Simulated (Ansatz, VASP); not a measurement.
## O: VASP beside Ansatz

```
O
1.0
     2.70150   -1.71450    0.00000
     2.70150    1.71450    0.00000
    -1.96499    0.00000    3.74799
O
2
Direct
  0.06400 0.06400 0.15300
  0.93600 0.93600 0.84700
```

Alike in both runs: task single point; functional PBE; k mesh 6 × 6 × 4; occupations gaussian, width 0.1 eV; no spin polarisation.

|  | VASP | Ansatz |
| --- | --- | --- |
| version | VASP 6.6.1 | Ansatz 0.2.0 |
| potentials or method | VASP PAW PBE potentials, release 64 (O), cutoff 520 eV | scalar-relativistic, plane waves, PAW |
| valence electrons in the cell | 12 | 12 |

```tsv
	VASP	Ansatz	Ansatz less VASP
gap on the k mesh at the Fermi level (eV)	none	none	-
pressure (GPa)	11.1	7.4	-3.65
traceless stress, the component that is largest in VASP (GPa)	30.92	23.12	-7.804
rms of the force components (eV/Å)	4.623	3.322	-1.3008
```

Atom by atom the forces differ by 1.302 eV/Å (rms over components). A gap of «none» marks a metal or a gap that the smearing closes.

The k mesh is coarse, so the values compare programs but aren't converged. Noted on VASP's run: the standard files for N, O and F lose accuracy on very short bonds; spin is off for a triplet molecule.
